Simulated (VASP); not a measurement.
Wanted: the native input for a VASP 6.6.1 run.

```yaml
Task: single point
Functional: PBE
Potentials_or_basis: VASP PAW PBE potentials, release 64 (Zn, S)
Cutoff: 520 eV
k_mesh: 9 × 9 × 6
Occupations: gaussian, width 0.02 eV
Spin: no spin polarisation
Dipole_correction: no
Further_INCAR_settings: ALGO = Normal; EDIFF = 1e-06; NBANDS = 26
```

The structure of ZnS lies in POSCAR:

```
ZnS
1.0
    3.9263958247      0.0000000000      0.1524399513
   -1.9631979124      3.2620378535     -0.0762199756
    0.2493600000      0.0000000000      6.1609375200
Zn S
2 2
Direct
    0.3074116717      0.6396288788     -0.0098670611
    0.6677827930      0.3603711212      0.4901329389
    0.3455619110      0.6663182867      0.3948670611
    0.6792436244      0.3336817133      0.8948670611
```

This cell differs from its parent crystal: strained and its atoms moved.

One way to write it, as run:

INCAR

```
PREC = Accurate ; ENCUT = 520
EDIFF = 1E-6 ; ISMEAR = 0
SIGMA = 0.02 ; LREAL = F
LASPH = T ; NELM = 60
ALGO = Normal ; ISIF = 2
LWAVE = F ; LCHARG = F
GGA = PE ; NBANDS = 26
```

KPOINTS

```
regular mesh
0
Gamma
  9 9 6
```

Potentials or basis: VASP PAW PBE potentials, release 64 (Zn, S).

Launch:

```console
$ cat potpaw_PBE.64/Zn/POTCAR potpaw_PBE.64/S/POTCAR > POTCAR
$ mpirun -np 1 vasp_std > vasp.out
```

It gave:

The pressure is 2.4 GPa and the largest force is 0.926 eV/Å. The band gap on the k mesh is 1.99 eV.

Caveat: the cell differs from its parent crystal (strained and its atoms moved).

Wall time 6 min on 1 thread of AMD EPYC 7R43 64-Core Processor (Zen 3), on a shared host, peak memory 0.32 GiB.
